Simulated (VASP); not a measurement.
Here is a VASP 6.6.1 calculation.

File INCAR:

```
ALGO = Normal
EDIFF = 1E-6
ENCUT = 520
GGA = CA
ISIF = 2
ISMEAR = -1
LASPH = True
LCHARG = True
LELF = True
LREAL = False
LVHAR = True
LWAVE = False
NBANDS = 30
NELM = 100
PREC = Accurate
SIGMA = 0.05
```

File KPOINTS:

```
k-points
0
Gamma
  9 9 9
```

Contents of POSCAR:

```
CuAu3
1.0
    4.0323744272      0.0000000000      0.0000000000
    0.0000000000      4.0323744272      0.0000000000
    0.0000000000      0.0000000000      4.0323744272
Cu Au
1 3
Direct
    0.0000000000      0.0000000000      0.0000000000
    0.0000000000      0.5000000000      0.5000000000
    0.5000000000      0.0000000000      0.5000000000
    0.5000000000      0.5000000000      0.0000000000
```

Potentials or basis: VASP PAW LDA potentials, release 64 (Cu, Au).

Launch:

```sh
$ cat potpaw_LDA.64/Cu/POTCAR potpaw_LDA.64/Au/POTCAR > POTCAR
$ mpirun -np 1 vasp_std > vasp.out
```

(1) What does it give for the band gap on the k mesh?

(2) What does it give for the pressure?

Results:

(1) zero (bands 22 and 23 overlap by 1.51 eV).

(2) -10.8 GPa.

Caveat: the cell stands under tension; spin-orbit coupling is left out, which moves the levels of the heavy elements.
